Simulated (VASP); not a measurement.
Write the native input for VASP 6.6.1 that does the following.

```
Task                   : single point
Functional             : PBEsol
Potentials or basis    : VASP PAW PBE potentials, release 64 (Sb)
Cutoff                 : 520 eV
k mesh                 : 18 × 18 × 18
Occupations            : gaussian, width 0.1 eV
Spin                   : no spin polarisation
Dipole correction      : no
Further INCAR settings : ALGO = Normal; EDIFF = 1e-07; NBANDS = 8
```

The structure of Sb lies in POSCAR:

```
Sb
1.0
   -1.6630134121      1.6630134121      2.8200091778
    1.6630134121     -1.6630134121      2.8200091778
    1.6630134121      1.6630134121     -2.8200091778
Sb
1
Direct
    0.0000000000      0.0000000000      0.0000000000
```

This cell differs from its parent crystal: strained.

One way to write it, as run:

INCAR

```
ALGO = Normal
EDIFF = 1E-7
ENCUT = 520
GGA = PS
ISIF = 2
ISMEAR = 0
LASPH = True
LCHARG = True
LELF = True
LREAL = False
LVHAR = True
LWAVE = False
NBANDS = 8
NELM = 60
PREC = Accurate
SIGMA = 0.1
```

KPOINTS

```
k-points
0
Gamma
  18 18 18
```

Potentials or basis: VASP PAW PBE potentials, release 64 (Sb).

Launch:

```console
$ cat potpaw_PBE.64/Sb/POTCAR > POTCAR
$ mpirun -np 1 vasp_std > vasp.out
```

Results of the run:

```
Pressure : -7.6 GPa
```

Caveat: the cell differs from its parent crystal (strained); the PAW data sets were made with another functional, which shifts forces and pressure a little.

It took 2.5 min on 1 thread of AMD EPYC 7R43 64-Core Processor (Zen 3), with other jobs on the host, peak memory 0.21 GiB.
